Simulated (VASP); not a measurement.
Wanted: the native input for a VASP 6.6.1 run.

```
Task                            : G0W0 quasiparticle levels
Functional                      : PBE
Potentials or basis             : VASP PAW PBE potentials, release 64 (Be_GW, S_GW)
Cutoff                          : 500 eV
k mesh                          : 8 × 8 × 8
Occupations                     : gaussian, width 0.01 eV
Spin                            : no spin polarisation
Dipole correction               : no
GW scheme                       : G0W0
GW iterations                   : 1
Cutoff of the response function : 80
Frequency points                : 96
Empty bands                     : 46
Further INCAR settings          : ALGO = EVGW0; EDIFF = 1e-08; NBANDS = 50
```

The system is BeS.

```
Be S
1.0
     0.00000    2.43431    2.43431
     2.43431    0.00000    2.43431
     2.43431    2.43431    0.00000
Be S
1 1
Direct
  0.00000 0.00000 0.00000
  0.25000 0.25000 0.25000
```

The input as run:

POSCAR

```
BeS
1.0
    0.0000000000      2.4343066372      2.4343066372
    2.4343066372      0.0000000000      2.4343066372
    2.4343066372      2.4343066372      0.0000000000
Be S
1 1
Direct
    0.0000000000      0.0000000000      0.0000000000
    0.2500000000      0.2500000000      0.2500000000
```

INCAR.step1

```
SYSTEM = BeS
ALGO = Normal
EDIFF = 1E-8
ENCUT = 500
GGA = PE
ISMEAR = 0
LASPH = .True.
LCHARG = .False.
LREAL = .False.
LWAVE = .True.
NELM = 80
PREC = Accurate
SIGMA = 0.01
```

INCAR.step2

```
SYSTEM = BeS
ALGO = Exact
EDIFF = 1E-8
ENCUT = 500
GGA = PE
ISMEAR = 0
ISTART = 1
LASPH = .True.
LCHARG = .False.
LOPTICS = .True.
LREAL = .False.
LWAVE = .True.
NBANDS = 50
NELM = 1
PREC = Accurate
SIGMA = 0.01
```

INCAR.step3

```
SYSTEM = BeS
ALGO = EVGW0
EDIFF = 1E-8
ENCUT = 500
ENCUTGW = 80.0
GGA = PE
ISMEAR = 0
ISTART = 1
LASPH = .True.
LCHARG = .False.
LREAL = .False.
LWAVE = .False.
NBANDS = 50
NBANDSGW = 12
NELMGW = 1
NOMEGA = 96
OMEGAMAX = 20
PREC = Accurate
PRECFOCK = Fast
SIGMA = 0.01
```

KPOINTS

```
k-points
0
Gamma
  8 8 8
  0 0 0
```

Potentials or basis: VASP PAW PBE potentials, release 64 (Be_GW, S_GW).

Launch:

```bash
$ cat potpaw_PBE.64/Be_GW/POTCAR potpaw_PBE.64/S_GW/POTCAR > POTCAR
$ cp INCAR.step1 INCAR
$ mpirun -np 1 vasp_std > vasp.out
$ cp INCAR.step2 INCAR
$ mpirun -np 1 vasp_std > vasp.out
$ cp INCAR.step3 INCAR
$ mpirun -np 1 vasp_std > vasp.out
```

Results of the run:

| Item | Value |
| --- | --- |
| Quasiparticle gap | 4.22 eV |
| Least direct quasiparticle gap | 7.08 eV |
| Band gap of the starting levels on the mesh | 3.13 eV |
| Least direct gap of the starting levels on the mesh | 5.65 eV |

Caveat: bands, screening cutoff and mesh are small and nothing is extrapolated, so the quasiparticle values aren't converged.

It took 7.9 min on 1 thread of Intel(R) Xeon(R) Platinum 8559C (Emerald Rapids) (shared host), peak memory 0.69 GiB.
